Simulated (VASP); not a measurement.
Wanted: the native input for a VASP 6.6.1 run.

| Item | Value |
| --- | --- |
| Task | single point |
| Functional | PBE |
| Potentials or basis | VASP PAW PBE potentials, release 64 (Be) |
| Cutoff | 520 eV |
| k mesh | 26 × 26 × 15 |
| Occupations | fermi-dirac, width 0.1 eV |
| Spin | no spin polarisation |
| Dipole correction | no |
| Further INCAR settings | ALGO = Normal; EDIFF = 1e-06; NBANDS = 9 |

The structure of Be lies in POSCAR:

```
Be
1.0
    2.2035689940      0.0000000000      0.0000000000
   -1.1017844970      1.9083467278      0.0000000000
    0.0000000000      0.0000000000      3.4611554361
Be
2
Direct
    0.3333333333      0.6666666667      0.2500000000
    0.6666666667      0.3333333333      0.7500000000
```

This cell differs from its parent crystal: volume scaled by 0.92.

These files were run (other wordings do the same):

INCAR

```
PREC     = Accurate       # precision mode
ENCUT    = 520            # plane-wave cutoff, eV
EDIFF    = 1E-6           # SCF threshold, eV
ISMEAR   = -1             # smearing method
SIGMA    = 0.1            # smearing width, eV
LREAL    = F              # projectors in reciprocal space
LASPH    = T              # aspherical terms in the spheres
NELM     = 100            # most SCF steps
ALGO     = Normal         # electronic algorithm
ISIF     = 2              # what is computed and relaxed
LWAVE    = F              # write WAVECAR
LCHARG   = F              # write CHGCAR
GGA      = PE             # functional
NBANDS   = 9              # bands
```

KPOINTS

```
Automatic mesh
0
Gamma
  26 26 15
```

Potentials or basis: VASP PAW PBE potentials, release 64 (Be).

Command:

```bash
$ cat potpaw_PBE.64/Be/POTCAR > POTCAR
$ mpirun -np 1 vasp_std > vasp.out
```

It gave:

```json
{
  "Pressure": "12.0 GPa",
  "Band gap on the k mesh": "zero (band 2 reaches 8.86 eV, above the bottom of band 3 at 7.07 eV)"
}
```

Run time: 33 s on 1 thread of Intel(R) Xeon(R) Platinum 8488C (Sapphire Rapids), with other jobs on the host, peak memory 0.17 GiB.
